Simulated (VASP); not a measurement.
A run of VASP 6.6.1 is set up as follows.

INCAR

```
PREC = Accurate
ENCUT = 520
EDIFF = 1E-6
ISMEAR = -1
SIGMA = 0.05
LREAL = F
LASPH = T
NELM = 80
ALGO = Fast
ISIF = 2
LWAVE = F
LCHARG = F
GGA = PS
IVDW = 12
NBANDS = 10
```

Contents of KPOINTS:

```
regular mesh
0
Gamma
  11 11 6
```

File POSCAR:

```
Al
1.0
    2.7986061071      0.0000000000      0.0000000000
   -1.3993030535      2.4236639840      0.0000000000
    0.0000000000      0.0000000000      4.6260058785
Al
2
Direct
    0.3333333333      0.6666666667      0.2500000000
    0.6666666667      0.3333333333      0.7500000000
```

Potentials or basis: VASP PAW PBE potentials, release 64 (Al).

Run with:

```bash
$ cat potpaw_PBE.64/Al/POTCAR > POTCAR
$ mpirun -np 1 vasp_std > vasp.out
```

(1) Estimate the pressure.

(2) Predict the band gap on the k mesh.

(3) What does it give for the dispersion energy per atom?

Answers

(1) 0.0 GPa.

(2) zero (band 3 reaches 12.51 eV, above the bottom of band 4 at 5.38 eV).

(3) -0.334 eV.

Caveat: the PAW data sets were made with another functional, which shifts forces and pressure a little; pairwise dispersion overbinds metals, which lowers pressure and volume.
